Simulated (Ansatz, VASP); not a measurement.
# MgO in VASP and in Ansatz

Contents of INCAR:

```
SYSTEM = MgO
PREC = Accurate
ENCUT = 520
EDIFF = 1E-6
ISMEAR = -1
SIGMA = 0.02
LREAL = .False.
LASPH = .True.
NELM = 60
ALGO = Normal
ISIF = 2
LWAVE = .False.
LCHARG = .False.
NBANDS = 11
```

Contents of KPOINTS:

```
Automatic mesh
0
Gamma
  8 8 8
  0 0 0
```

File POSCAR:

```
MgO
1.0
    0.0000000000      2.1061000000      2.1061000000
    2.1061000000      0.0000000000      2.1061000000
    2.1061000000      2.1061000000      0.0000000000
Mg O
1 1
Direct
    0.0000000000      0.0000000000      0.0000000000
    0.5000000000      0.5000000000      0.5000000000
```

Input for Ansatz:

```yaml
crystal:
  lattice:
    - [0.0, 2.1061, 2.1061]
    - [2.1061, 0.0, 2.1061]
    - [2.1061, 2.1061, 0.0]
  atoms:
    - { symbol: Mg, position: [0.0, 0.0, 0.0] }
    - { symbol: O, position: [0.5, 0.5, 0.5] }
hamiltonian:
  xc: lda
  pseudopotentials: { kind: paw }
basis:
  ecutwfc: 420
kpoints:
  mp_grid: { grid: [8, 8, 8] }
scf:
  occupations: { method: fermi_dirac, width: 0.02 }
  lower_state_search: "off"
output:
  forces: true
  stress: true
```

Alike in both runs: task single point; functional LDA; k mesh 8 × 8 × 8; occupations fermi-dirac, width 0.02 eV; no spin polarisation.

|  | VASP | Ansatz |
| --- | --- | --- |
| version | VASP 6.6.1 | Ansatz 0.2.0 |
| potentials or method | VASP PAW LDA potentials, release 64 (Mg, O), cutoff 520 eV | PAW, plane waves, scalar-relativistic |
| valence electrons in the cell | 8 | 16 |

|  | VASP | Ansatz | Ansatz less VASP |
| --- | --- | --- | --- |
| pressure (GPa) | -7.7 | -6.1 | +1.65 |

LDA's correlation is that of Perdew and Zunger in VASP and of Perdew and Wang (1992) in Ansatz. VASP's potentials hold 8 valence electrons a cell and Ansatz's 16, so a difference there can come from the potentials and not from the codes.
